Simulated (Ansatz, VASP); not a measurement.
**One calculation of Sb, two programs**

Contents of INCAR:

```
PREC = Accurate
ENCUT = 520
EDIFF = 1E-8
ISMEAR = -1
SIGMA = 0.05
LREAL = F
LASPH = T
NELM = 60
ALGO = Normal
ISIF = 2
LWAVE = F
LCHARG = F
GGA = PE
LEFG = T
NBANDS = 12
```

File KPOINTS:

```
Automatic mesh
0
Gamma
  12 12 7
```

POSCAR

```
Sb
1.0
    3.3002257761      0.0000000000      0.0000000000
   -1.6501128881      2.8580793603      0.0000000000
    0.0000000000      0.0000000000      5.2211939594
Sb
2
Direct
    0.3333333333      0.6666666667      0.2500000000
    0.6666666667      0.3333333333      0.7500000000
```

Input for Ansatz:

```yaml
crystal:
  lattice:
    - [3.3002257761, 0.0, 0.0]
    - [-1.6501128881, 2.8580793603, 0.0]
    - [0.0, 0.0, 5.2211939594]
  atoms:
    - { symbol: Sb, position: [0.3333333333, 0.6666666667, 0.25] }
    - { symbol: Sb, position: [0.6666666667, 0.3333333333, 0.75] }
kpoints:
  mp_grid: { grid: [12, 12, 7] }
scf:
  occupations: { method: fermi_dirac, width: 0.05 }
hamiltonian:
  xc: pbe
  pseudopotentials: { kind: paw }
output:
  forces: true
  stress: true
  eigenvalues: true
  efg: { contact_densities: true }
  write_density: true
  write_potential: true
  elf: true
  volumetric_format: npy
```

Change from the starting cell: volume scaled by 0.94, PAW files.

Alike in both runs: task electric field gradients; functional PBE; k mesh 12 × 12 × 7; occupations fermi-dirac, width 0.05 eV; no spin polarisation.

|  | VASP | Ansatz |
| --- | --- | --- |
| version | VASP 6.6.1 | Ansatz 0.2.0 |
| potentials or method | VASP PAW PBE potentials, release 64 (Sb) | PAW with Ansatz's default frozen-core files, scalar-relativistic |
| plane-wave cutoff (eV) | 520 | 420 |
| valence electrons in the cell | 10 | 30 |

Ansatz gave:

- pressure (GPa): 8.1
- traceless stress, the component that is largest in VASP (GPa): -0.73
- size of Vzz on the site where it differs most (V/Å²): 20.5

Question: Which values does VASP return?

Answer: Pressure (GPa): 8.0; traceless stress, the component that is largest in VASP (GPa): -0.73; size of Vzz on the site where it differs most (V/Å²): 18.7.

VASP's potentials hold 10 valence electrons a cell and Ansatz's 30, so a difference there can come from the potentials and not from the codes.

Spin-orbit coupling is off throughout.
